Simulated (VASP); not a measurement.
Set up this calculation in VASP 6.6.1, as the native input.

```
Task                   : single point
Functional             : LDA
Potentials or basis    : VASP PAW LDA potentials, release 64 (Ga_d, P)
Cutoff                 : 500 eV
k mesh                 : 10 × 10 × 10
Occupations            : gaussian, width 0.02 eV
Spin                   : no spin polarisation
Dipole correction      : no
Further INCAR settings : ALGO = Normal; EDIFF = 1e-06; NBANDS = 16
```

The structure of GaP lies in POSCAR:

```
GaP
1.0
    0.0000000000      2.6956550235      2.6956550235
    2.6956550235      0.0000000000      2.6956550235
    2.6956550235      2.6956550235      0.0000000000
Ga P
1 1
Direct
    0.0000000000      0.0000000000      0.0000000000
    0.2500000000      0.2500000000      0.2500000000
```

One way to write it, as run:

INCAR

```
SYSTEM = GaP
ALGO     = Normal         ! electronic algorithm
EDIFF    = 1E-6           ! SCF threshold, eV
ENCUT    = 500            ! plane-wave cutoff, eV
GGA_COMPAT= .FALSE.      
ISIF     = 2              ! what is computed and relaxed
ISMEAR   = 0              ! smearing method
LASPH    = .TRUE.         ! aspherical terms in the spheres
LCHARG   = .FALSE.        ! write CHGCAR
LREAL    = .FALSE.        ! projectors in reciprocal space
LWAVE    = .FALSE.        ! write WAVECAR
NBANDS   = 16             ! bands
NELM     = 120            ! most SCF steps
PREC     = Accurate       ! precision mode
SIGMA    = 0.02           ! smearing width, eV
```

KPOINTS

```
k-points
0
G
  10 10 10
  0 0 0
```

Potentials or basis: VASP PAW LDA potentials, release 64 (Ga_d, P).

Launch:

```bash
$ cat potpaw_LDA.64/Ga_d/POTCAR potpaw_LDA.64/P/POTCAR > POTCAR
$ mpirun -np 1 vasp_std > vasp.out
```

Results of the run:

The pressure is 0.1 GPa. The band gap on the k mesh is 1.40 eV (least direct gap 1.91 eV).

Wall time 13 s on 1 thread of Intel(R) Xeon(R) Platinum 8559C (Emerald Rapids), on a shared host, peak memory 0.15 GiB.
